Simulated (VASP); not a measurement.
# ZnSe (gw) (F-43m) in VASP: notebook

ZnSe (gw) is run at these levels: PBEsol; tasks: single point.

All numbers are computed with VASP 6.6.1; they aren't measurements. Logs are shortened: lines on timing, memory, paths and dates and some standing lists are left out, and cuts for length are marked.

## 1. The cell of the first run

It takes space group F-43m (No. 216, cubic). Conventional cell: a = 5.633 Å, b = 5.633 Å, c = 5.633 Å, α = 90.00°, β = 90.00°, γ = 90.00°. Within 3.2 Å of Zn (site symmetry -43m) lie 4 Se at 2.44 Å. Within 3.2 Å of Se (site symmetry -43m) lie 4 Zn at 2.44 Å.

## 2. Single point, PBEsol

INCAR

```
SYSTEM = ZnSe
PREC = Accurate ; ENCUT = 500
EDIFF = 1E-6 ; ISMEAR = 0
SIGMA = 0.01 ; LREAL = .False.
LASPH = .True. ; NELM = 120
ALGO = Normal ; ISIF = 2
LWAVE = .False. ; LCHARG = .False.
GGA = PS ; NBANDS = 16
GGA_COMPAT = .False.
```

KPOINTS

```
regular mesh
0
Gamma
  4 4 4
  0 0 0
```

POSCAR

```
ZnSe
1.0
    0.0000000000      2.8167021669      2.8167021669
    2.8167021669      0.0000000000      2.8167021669
    2.8167021669      2.8167021669      0.0000000000
Zn Se
1 1
Direct
    0.0000000000      0.0000000000      0.0000000000
    0.2500000000      0.2500000000      0.2500000000
```

Potentials or basis: VASP PAW PBE potentials, release 64 (Zn, Se).

Launch:

```bash
$ cat potpaw_PBE.64/Zn/POTCAR potpaw_PBE.64/Se/POTCAR > POTCAR
$ mpirun -np 1 vasp_std > vasp.out
```

OUTCAR:

```text
SYSTEM = ZnSe
   PREC = Accurate
   ENCUT = 500
   EDIFF = 1E-6
   ISMEAR = 0
   LREAL = .False.
   LASPH = .True.
   NELM = 120
   ISIF = 2
   GGA = PS

 ion  position               nearest neighbor table
   1  0.000  0.000  0.000-   2 2.44   2 2.44   2 2.44   2 2.44
   2  0.250  0.250  0.250-   1 2.44   1 2.44   1 2.44   1 2.44

  LATTYP: Found a face centered cubic cell.
 ALAT       =     5.6334043338

  Lattice vectors:

 A1 = (   0.0000000000,   2.8167021669,   2.8167021669)
 A2 = (   2.8167021669,   0.0000000000,   2.8167021669)
 A3 = (   2.8167021669,   2.8167021669,   0.0000000000)

Analysis of symmetry for initial positions (statically):
=====================================================================
 Subroutine PRICEL returns:
 Original cell was already a primitive cell.

 Routine SETGRP: Setting up the symmetry group for a
 face centered cubic supercell.

 Subroutine GETGRP returns: Found 24 space group operations
 (whereof 24 operations were pure point group operations)
 out of a pool of 48 trial point group operations.

The static configuration has the point symmetry T_d .

Analysis of symmetry for dynamics (positions and initial velocities):
=====================================================================
 Subroutine PRICEL returns:
 Original cell was already a primitive cell.

 Routine SETGRP: Setting up the symmetry group for a
 face centered cubic supercell.

 Subroutine GETGRP returns: Found 24 space group operations
 (whereof 24 operations were pure point group operations)
 out of a pool of 48 trial point group operations.

The dynamic configuration has the point symmetry T_d .

 Subroutine INISYM returns: Found 24 space group operations
 (whereof 24 operations are pure point group operations),
 and found     1 'primitive' translations

----------------------------------------------------------------------------------------

                                     Primitive cell

  volume of cell :      44.6944

  direct lattice vectors                    reciprocal lattice vectors
     0.000000000  2.816702167  2.816702167    -0.177512556  0.177512556  0.177512556
     2.816702167  0.000000000  2.816702167     0.177512556 -0.177512556  0.177512556
     2.816702167  2.816702167  0.000000000     0.177512556  0.177512556 -0.177512556

  length of vectors
     3.983418406  3.983418406  3.983418406     0.307460765  0.307460765  0.307460765

  position of ions in fractional coordinates (direct lattice)
     0.000000000  0.000000000  0.000000000
     0.250000000  0.250000000  0.250000000

  ion indices of the primitive-cell ions
   primitive index   ion index
                 1           1
                 2           2

----------------------------------------------------------------------------------------

 KPOINTS: regular mesh

Automatic generation of k-mesh.
 Grid dimensions read from file:
 generate k-points for:    4    4    4

 Generating k-lattice:

  Cartesian coordinates                     Fractional coordinates (reciprocal lattice)
    -0.044378139  0.044378139  0.044378139     0.250000000  0.000000000  0.000000000
     0.044378139 -0.044378139  0.044378139     0.000000000  0.250000000  0.000000000
     0.044378139  0.044378139 -0.044378139     0.000000000  0.000000000  0.250000000

  Length of vectors
     0.076865191  0.076865191  0.076865191

  Shift w.r.t. Gamma in fractional coordinates (k-lattice)
     0.000000000  0.000000000  0.000000000

 Subroutine IBZKPT returns following result:
 ===========================================

 Found      8 irreducible k-points:

 Following reciprocal coordinates:
            Coordinates               Weight
  0.000000  0.000000  0.000000      1.000000
  0.250000  0.000000  0.000000      8.000000
  0.500000  0.000000  0.000000      4.000000
  0.250000  0.250000  0.000000      6.000000
  0.500000  0.250000  0.000000     24.000000
 -0.250000  0.250000  0.000000     12.000000
  0.500000  0.500000  0.000000      3.000000
 -0.250000  0.500000  0.250000      6.000000
   k-points           NKPTS =      8   k-points in BZ     NKDIM =      8   number of bands    NBANDS=     16
   number of dos      NEDOS =    301   number of ions     NIONS =      2
   total plane-waves  NPLWV =  27000
   dimension x,y,z NGX =    30 NGY =   30 NGZ =   30
   dimension x,y,z NGXF=    60 NGYF=   60 NGZF=   60
   ions per type =               1   1
   NGX,Y,Z   is equivalent  to a cutoff of  12.52, 12.52, 12.52 a.u.
   NGXF,Y,Z  is equivalent  to a cutoff of  25.04, 25.04, 25.04 a.u.
 SYSTEM =  ZnSe
   PREC   = accura    normal or accurate (medium, high low for compatibility)
   ISTART =      0    job   : 0-new  1-cont  2-samecut
   ICHARG =      2    charge: 1-file 2-atom 10-const
   ISPIN  =      1    spin polarized calculation?
   LNONCOLLINEAR =      F non collinear calculations
   LSORBIT =      F    spin-orbit coupling
   LASPH  =      T    aspherical Exc in radial PAW
   ENCUT  =  500.0 eV  36.75 Ry    6.06 a.u.   7.26  7.26  7.26*2*pi/ulx,y,z
   NELM   =    120;   NELMIN=  2; NELMDL= -5     # of ELM steps
   EDIFF  = 0.1E-05   stopping-criterion for ELM
   LREAL  =      F    real-space projection
   EDIFFG = 0.1E-04   stopping-criterion for IOM
   NSW    =      0    number of steps for IOM
   IBRION =     -1    ionic relax: 0-MD 1-quasi-New 2-CG
   NFREE  =      0    steps in history (QN), initial steepest desc. (CG)
   ISIF   =      2    stress and relaxation
   ISYM   =      2    0-nonsym 1-usesym 2-fastsym
   POTIM  = 0.5000    time-step for ionic-motion
   TEBEG  =    0.0;   TEEND  =   0.0 temperature during run
   PSTRESS=    0.0 pullay stress
   NELECT =      18.0000    total number of electrons
   NUPDOWN=      -1.0000    fix difference up-down
   EMIN   =  10.00;   EMAX   =-10.00  energy-range for DOS
   EFERMI =   0.00;   METHOD = LEGACY
   ISMEAR =     0;   SIGMA  =   0.01  broadening in eV -4-tet -1-fermi 0-gaus
   EFERMI_NEDOS =   21; number of points for ismear=-14 and -15
   IALGO  =     38    algorithm
   IMIX   =      4    mixing-type and parameters
     AMIX     =   0.40;   BMIX     =  1.00
     AMIX_MAG =   1.60;   BMIX_MAG =  1.00
  volume/ion in A,a.u.               =      22.35       150.81
  Fermi-wavevector in a.u.,A,eV,Ry     =   1.208968  2.284618 19.886319  1.461603
  Thomas-Fermi vector in A             =   2.344560
   LORBIT       =      0    0 simple, 1 ext, 2 COOP (PROOUT), +10 PAW based schemes
   GGA     = PS    functional components
   LHFCALC =     F    Hartree Fock is set to
   AEXX    =    0.0000 exact exchange contribution
   IVDW    =     0    specifies the selected vdW correction
   LEPSILON=     F    determine dielectric tensor
   LRPA    =     F    only Hartree local field effects (RPA)
 non-spin polarized calculation
 Gauss-broadening in eV      SIGMA  =   0.01
  energy-cutoff  :      500.00
  volume of cell :       44.69
 maximum number of plane-waves:      1158
 NGX is ok and might be reduce to    30
   NGX = 15   NGY = 15   NGZ = 15

 number of electron      17.9999998 magnetization

 Free energy of the ion-electron system (eV)
  ---------------------------------------------------
  ext. energy  EPLUGINS =         0.00000000
  ---------------------------------------------------
  free energy    TOTEN  =        -6.69968444 eV

  energy without entropy =       -6.69968444  energy(sigma->0) =       -6.69968444

 E-fermi :   1.8023     XC(G=0):  -9.5957

 val. band max:        1.6783271952   @ k =   0.0000   0.0000   0.0000
 cond. band min:       2.9064498742   @ k =   0.0000   0.0000   0.0000
 fundamental gap:      1.2281226790
 Fermi energy:         1.8022869237

 k-point     1 :       0.0000    0.0000    0.0000
  band No.  band energies     occupation
      1     -11.7224      2.00000
      2      -4.9771      2.00000
      3      -4.9771      2.00000
      4      -4.9771      2.00000
      5      -4.5922      2.00000
      6      -4.5922      2.00000
      7       1.6783      2.00000
      8       1.6783      2.00000
      9       1.6783      2.00000
     10       2.9064      0.00000
     11       7.3790      0.00000
     12       7.3790      0.00000
     13       7.3790      0.00000
     14      11.4684      0.00000
     15      13.1256      0.00000
     16      13.1256      0.00000

 k-point     2 :       0.2500    0.0000    0.0000
  band No.  band energies     occupation
      1     -11.3417      2.00000
      2      -4.9243      2.00000
      3      -4.9243      2.00000
      4      -4.9218      2.00000
      5      -4.5923      2.00000
      6      -4.5923      2.00000
      7      -1.4668      2.00000
      8       1.1785      2.00000
      9       1.1785      2.00000
     10       4.3616      0.00000
     11       8.0256      0.00000
     12       8.0256      0.00000
     13       8.1820      0.00000
     14      12.0435      0.00000
     15      12.0435      0.00000
     16      12.2163      0.00000

 k-point     3 :       0.5000    0.0000    0.0000
  band No.  band energies     occupation
      1     -10.8889      2.00000
      2      -4.8864      2.00000
      3      -4.8864      2.00000
      4      -4.5727      2.00000
      5      -4.5727      2.00000
      6      -4.4260      2.00000
      7      -3.7377      2.00000
      8       0.7721      2.00000
      9       0.7721      2.00000
     10       4.1351      0.00000
     11       7.9541      0.00000
     12       7.9541      0.00000
     13      10.1172      0.00000
     14      12.5698      0.00000
     15      14.7842      0.00000
     16      14.7842      0.00000

 k-point     4 :       0.2500    0.2500    0.0000
  band No.  band energies     occupation
      1     -11.2137      2.00000
      2      -4.9989      2.00000
      3      -4.8617      2.00000
      4      -4.8617      2.00000
      5      -4.6203      2.00000
      6      -4.5667      2.00000
      7      -1.2763      2.00000
      8       0.3675      2.00000
      9       0.3675      2.00000
     10       5.4768      0.00000
     11       5.6363      0.00000
     12       9.6679      0.00000
     13       9.6679      0.00000
     14       9.8245      0.00000
     15      14.0042      0.00000
     16      15.4080      0.00000

 k-point     5 :       0.5000    0.2500    0.0000
  band No.  band energies     occupation
      1     -10.7571      2.00000
      2      -4.8975      2.00000
      3      -4.8004      2.00000
      4      -4.7030      2.00000
      5      -4.5635      2.00000
      6      -4.4472      2.00000
      7      -3.0608      2.00000
      8      -0.8780      2.00000
      9       0.0154      2.00000
     10       5.3064      0.00000
     11       7.2259      0.00000
     12       9.1141      0.00000
     13       9.9609      0.00000
     14      12.6794      0.00000
     15      14.9609      0.00000
     16      15.7750      0.00000

 k-point     6 :      -0.2500    0.2500    0.0000
  band No.  band energies     occupation
      1     -10.9105      2.00000
      2      -4.8766      2.00000
      3      -4.8549      2.00000
      4      -4.7248      2.00000
      5      -4.6052      2.00000
      6      -4.5416      2.00000
      7      -2.5846      2.00000
      8      -0.9832      2.00000
      9       0.7266      2.00000
     10       5.7739      0.00000
     11       7.9586      0.00000
     12       8.4091      0.00000
     13       8.9262      0.00000
     14      11.4445      0.00000
     15      13.6244      0.00000
     16      15.7720      0.00000

 k-point     7 :       0.5000    0.5000    0.0000
  band No.  band energies     occupation
      1     -10.6053      2.00000
      2      -4.9640      2.00000
      3      -4.7124      2.00000
      4      -4.7124      2.00000
      5      -4.5411      2.00000
      6      -4.4066      2.00000
      7      -3.2091      2.00000
      8      -0.6039      2.00000
      9      -0.6039      2.00000
     10       4.4508      0.00000
     11       5.0269      0.00000
     12      12.4199      0.00000
     13      12.9577      0.00000
     14      12.9577      0.00000
     15      15.6505      0.00000
     16      16.1181      0.00000

 k-point     8 :      -0.2500    0.5000    0.2500
  band No.  band energies     occupation
      1     -10.5999      2.00000
      2      -4.8620      2.00000
      3      -4.7611      2.00000
      4      -4.6297      2.00000
      5      -4.6231      2.00000
      6      -4.2738      2.00000
      7      -3.1499      2.00000
      8      -1.2084      2.00000
      9      -1.1239      2.00000
     10       7.0236      0.00000
     11       7.2686      0.00000
     12       8.5600      0.00000
     13       9.2375      0.00000
     14      13.4271      0.00000
     15      15.4995      0.00000
     16      15.7278      0.00000

------------------------ aborting loop because EDIFF is reached ----------------------------------------

  FORCE on cell =-STRESS in cart. coord.  units (eV):
  Direction    XX          YY          ZZ          XY          YZ          ZX
  --------------------------------------------------------------------------------------
  -------------------------------------------------------------------------------------
  Total        0.1772658      0.1772658      0.1772658      0.0000000      0.0000000      0.0000000
  in kB        6.3545192      6.3545192      6.3545192      0.0000000      0.0000000      0.0000000
  external PRESSURE =       6.3545192 kB  Pullay stress =       0.0000000 kB

 VOLUME and BASIS-vectors are now :
 -----------------------------------------------------------------------------
  energy-cutoff  :      500.00
  volume of cell :       44.69
      direct lattice vectors                 reciprocal lattice vectors
     0.000000000  2.816702167  2.816702167    -0.177512556  0.177512556  0.177512556
     2.816702167  0.000000000  2.816702167     0.177512556 -0.177512556  0.177512556
     2.816702167  2.816702167  0.000000000     0.177512556  0.177512556 -0.177512556

 POSITION                                       TOTAL-FORCE (eV/Angst)
 -----------------------------------------------------------------------------------
      0.00000      0.00000      0.00000        -0.000000     -0.000000     -0.000000
      1.40835      1.40835      1.40835         0.000000      0.000000      0.000000
 -----------------------------------------------------------------------------------
    total drift:                                0.000000      0.000000      0.000000

  FREE ENERGIE OF THE ION-ELECTRON SYSTEM (eV)
  ---------------------------------------------------
  free  energy   TOTEN  =        -6.6996844442 eV

  energy  without entropy=       -6.6996844442  energy(sigma->0) =       -6.69968444
```

It took 5.7 s on 1 thread of Intel Xeon 6975P-C (Granite Rapids), shared host; peak memory 0.16 GiB.

What came out:

```yaml
Free_energy: -6.6997 eV
Pressure: 0.6 GPa
Band_gap_on_the_k_mesh: 1.23 eV, direct
```

Levels at points of the mesh, in eV from the valence-band top:
| k point | band 5 | band 6 | band 7 | band 8 | band 9 | band 10 | band 11 | band 12 | band 13 | band 14 |
| --- | --- | --- | --- | --- | --- | --- | --- | --- | --- | --- |
| (0.00, 0.00, 0.00) | -6.27 | -6.27 | 0.00 | 0.00 | 0.00 | 1.23 | 5.70 | 5.70 | 5.70 | 9.79 |
| (0.50, 0.00, 0.00) | -6.25 | -6.10 | -5.42 | -0.91 | -0.91 | 2.46 | 6.28 | 6.28 | 8.44 | 10.89 |
| (0.50, 0.50, 0.00) | -6.22 | -6.08 | -4.89 | -2.28 | -2.28 | 2.77 | 3.35 | 10.74 | 11.28 | 11.28 |

Caveat: the k points lie up to 0.48 Å⁻¹ apart; the PAW data sets were made with another functional, which shifts forces and pressure a little.

## 3. Single point, PBEsol

INCAR

```
PREC = Accurate ; ENCUT = 500
EDIFF = 1E-6 ; ISMEAR = 0
SIGMA = 0.01 ; LREAL = F
LASPH = T ; NELM = 120
ALGO = Normal ; ISIF = 2
LWAVE = F ; LCHARG = F
GGA = PS ; NBANDS = 16
GGA_COMPAT = F
```

KPOINTS

```
regular mesh
0
Gamma
  4 4 4
```

POSCAR is that of step 2.

Potentials or basis: VASP PAW PBE potentials, release 64 (Zn, Se).

Launch:

```bash
$ cat potpaw_PBE.64/Zn/POTCAR potpaw_PBE.64/Se/POTCAR > POTCAR
$ mpirun -np 1 vasp_std > vasp.out
```

Wall time 5.4 s (1 thread of Intel Xeon 6975P-C (Granite Rapids), shared host); peak memory 0.15 GiB.

Results (log left out):

```yaml
Free_energy: -6.6997 eV
Pressure: 0.6 GPa
Band_gap_on_the_k_mesh: 1.23 eV, direct
```

Levels at points of the mesh, in eV from the valence-band top:
```csv
k point,band 7,band 8,band 9,band 10,band 11,band 12
"(0.00, 0.00, 0.00)",0.00,0.00,0.00,1.23,5.70,5.70
"(0.50, 0.00, 0.00)",-5.42,-0.91,-0.91,2.46,6.28,6.28
"(0.50, 0.50, 0.00)",-4.89,-2.28,-2.28,2.77,3.35,10.74
```

Caveat: the k points lie up to 0.48 Å⁻¹ apart; the PAW data sets were made with another functional, which shifts forces and pressure a little. PBEsol gaps usually lie below the measured ones, often by a third to a half.
